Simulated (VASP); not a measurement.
RbGe5:

```
Rb Ge
1.0
     4.21189    0.00000    0.00000
    -2.10594    3.64760    0.00000
     0.00000    0.00000    9.53382
Rb Ge
1 5
Direct
  0.00000 0.00000 0.00000
  0.33333 0.66667 0.37935
  0.33333 0.66667 0.62065
  0.66667 0.33333 0.62065
  0.66667 0.33333 0.37935
  0.00000 0.00000 0.50000
```

The cell was generated, and may not be a known phase.

```yaml
Program: VASP 6.6.1
Task: relaxation of cell and atoms
Functional: PBE
Potentials_or_basis: VASP PAW PBE potentials, release 64 (Rb_sv, Ge_d)
Cutoff: 600 eV
k_mesh: 6 × 6 × 2
Occupations: gaussian, width 0.1 eV
Spin: no spin polarisation
```

At the start: pressure 21.6 GPa; volume 24.41 Å³/atom.

Question: How do energy, volume and symmetry change on relaxing?

Answer: Over 16 steps the energy falls by 672.8 meV/atom and the volume is 25.70 Å³/atom (+5.3 %); space group P6/mmm (No. 191, to 0.1 Å) before and after.

Step by step:
| step | energy change (eV) | largest force (eV/Å) | pressure (GPa) | volume (Å³) |
| --- | --- | --- | --- | --- |
| 1 | 0.0000 | 3.7123 | 21.60 | 146.47 |
| 2 | -2.3729 | 0.7429 | -4.72 | 227.64 |
| 3 | -3.1118 | 0.0108 | -0.47 | 191.47 |
| 4 | -3.2595 | 0.0740 | -0.48 | 190.24 |
| 5 | -3.4329 | 1.3267 | -0.23 | 185.29 |
| 6 | -3.4521 | 0.7775 | -0.37 | 187.15 |
| 7 | -3.4572 | 0.9042 | -0.29 | 186.67 |
| 8 | -3.5561 | 0.8403 | -0.74 | 184.87 |
| 9 | -3.7533 | 0.6276 | -1.81 | 178.96 |
| 10 | -3.5540 | 0.8267 | -2.21 | 164.74 |
| 11 | -3.7483 | 0.8983 | -1.85 | 174.72 |
| 12 | -3.8667 | 0.5077 | -1.96 | 170.97 |
| 13 | -3.9833 | 0.1500 | -2.03 | 163.06 |
| 14 | -3.9882 | 0.2435 | -1.86 | 161.31 |
| 15 | -4.0234 | 0.1341 | -1.03 | 157.74 |
| 16 | -4.0370 | 0.0144 | -0.09 | 154.17 |

Final structure:
```xyz
6
Lattice="4.8447 0.0000 0.0000 -2.4224 4.1957 0.0000 0.0000 0.0000 7.5847" Properties=species:S:1:pos:R:3 pbc="T T T"
Rb    0.0000    0.0000    0.0000
Ge    0.0000    2.7971    2.5325
Ge    0.0000    2.7971    5.0522
Ge    2.4224    1.3986    5.0522
Ge    2.4224    1.3986    2.5325
Ge    0.0000    0.0000    3.7924
```

Caveat: a cell axis changed by over 15 % at a fixed basis, so the end point is rough.
